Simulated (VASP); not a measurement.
Set up this calculation in VASP 6.6.1, as the native input.

- Task: single point
- Functional: r2SCAN
- Potentials or basis: VASP PAW PBE potentials, release 64 (Si, O)
- Cutoff: 520 eV
- k mesh: 6 × 6 × 4
- Occupations: gaussian, width 0.02 eV
- Spin: no spin polarisation
- Dipole correction: no
- Further INCAR settings: ALGO = Normal; EDIFF = 1e-07; NBANDS = 44

Crystal: SiO2.

```
Si O
1.0
     4.87455    0.00000    0.00000
     0.00000    4.87455    0.00000
     0.00000    0.00000    7.38371
Si O
4 8
Direct
  0.00000 0.00000 0.00000
  0.00000 0.50000 0.25000
  0.50000 0.50000 0.50000
  0.50000 0.00000 0.75000
  0.09746 0.25000 0.12500
  0.25000 0.59746 0.37500
  0.75000 0.40254 0.37500
  0.90254 0.75000 0.12500
  0.59746 0.75000 0.62500
  0.75000 0.09746 0.87500
  0.25000 0.90254 0.87500
  0.40254 0.25000 0.62500
```

This cell differs from its parent crystal: biaxial strain in the a-b plane: -1.5 %.

The input as run:

POSCAR

```
SiO2
1.0
    4.8745504583      0.0000000000      0.0000000000
    0.0000000000      4.8745504583      0.0000000000
    0.0000000000      0.0000000000      7.3837136818
Si O
4 8
Direct
    0.0000000000      0.0000000000      0.0000000000
    0.0000000000      0.5000000000      0.2500000000
    0.5000000000      0.5000000000      0.5000000000
    0.5000000000      0.0000000000      0.7500000000
    0.0974564812      0.2500000000      0.1250000000
    0.2500000000      0.5974564812      0.3750000000
    0.7500000000      0.4025435188      0.3750000000
    0.9025435188      0.7500000000      0.1250000000
    0.5974564812      0.7500000000      0.6250000000
    0.7500000000      0.0974564812      0.8750000000
    0.2500000000      0.9025435188      0.8750000000
    0.4025435188      0.2500000000      0.6250000000
```

INCAR.step1

```
PREC = Accurate
ENCUT = 520
ISMEAR = 0
SIGMA = 0.02
LREAL = False
LASPH = True
NELM = 60
NBANDS = 44
GGA = PE
ALGO = Normal
EDIFF = 1E-4
LWAVE = True
LCHARG = False
```

INCAR.step2

```
PREC = Accurate
ENCUT = 520
EDIFF = 1E-7
ISMEAR = 0
SIGMA = 0.02
LREAL = False
LASPH = True
NELM = 60
ALGO = Normal
ISIF = 2
LWAVE = False
LCHARG = False
METAGGA = R2SCAN
LMIXTAU = True
NBANDS = 44
ISTART = 1
```

KPOINTS

```
regular mesh
0
Gamma
  6 6 4
```

Potentials or basis: VASP PAW PBE potentials, release 64 (Si, O).

Launch:

```sh
$ cat potpaw_PBE.64/Si/POTCAR potpaw_PBE.64/O/POTCAR > POTCAR
$ cp INCAR.step1 INCAR
$ mpirun -np 1 vasp_std > vasp.out
$ cp INCAR.step2 INCAR
$ mpirun -np 1 vasp_std > vasp.out
```

Results of the run:

- Pressure: 3.9 GPa
- Largest force: 0.282 eV/Å
- Band gap on the k mesh: 6.63 eV

Caveat: the cell differs from its parent crystal (biaxial strain in the a-b plane: -1.5 %); the cell stands under pressure; the PAW data sets were made with another functional, which shifts forces and pressure a little.

It took 16 min on 1 thread of Intel Xeon 8259CL, with other jobs on the host, peak memory 0.38 GiB.
